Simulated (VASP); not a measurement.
Wanted: the native input for a VASP 6.6.1 run.

```
Task                   : single point
Functional             : LDA
Potentials or basis    : VASP PAW LDA potentials, release 64 (Si)
Cutoff                 : 520 eV
k mesh                 : 15 × 15 × 8
Occupations            : fermi-dirac, width 0.1 eV
Spin                   : no spin polarisation
Dipole correction      : no
Further INCAR settings : ALGO = Normal; EDIFF = 1e-07; NBANDS = 11
```

The structure of Si lies in POSCAR:

```
Si
1.0
    2.5093322161      0.0000000000      0.0000000000
   -1.2546661081      2.1731454457      0.0000000000
    0.0000000000      0.0000000000      4.2495966124
Si
2
Direct
    0.3333333333      0.6666666667      0.2500000000
    0.6666666667      0.3333333333      0.7500000000
```

This cell differs from its parent crystal: volume scaled by 0.84.

One way to write it, as run:

INCAR

```
PREC     = Accurate       # precision mode
ENCUT    = 520            # plane-wave cutoff, eV
EDIFF    = 1E-7           # SCF threshold, eV
ISMEAR   = -1             # smearing method
SIGMA    = 0.1            # smearing width, eV
LREAL    = F              # projectors in reciprocal space
LASPH    = T              # aspherical terms in the spheres
NELM     = 100            # most SCF steps
ALGO     = Normal         # electronic algorithm
ISIF     = 2              # what is computed and relaxed
LWAVE    = F              # write WAVECAR
LCHARG   = F              # write CHGCAR
NBANDS   = 11             # bands
```

KPOINTS

```
regular mesh
0
Gamma
  15 15 8
```

Potentials or basis: VASP PAW LDA potentials, release 64 (Si).

Command:

```bash
$ cat potpaw_LDA.64/Si/POTCAR > POTCAR
$ mpirun -np 1 vasp_std > vasp.out
```

It gave:

| Property | Result |
| --- | --- |
| Pressure | 24.8 GPa |
| Band gap on the k mesh | zero (band 4 reaches 23.92 eV, above the bottom of band 5 at 9.38 eV) |

Run time: 25 s on 1 thread of Intel(R) Xeon(R) Platinum 8375C CPU @ 2.90GHz (Ice Lake), on a shared host, peak memory 0.14 GiB.
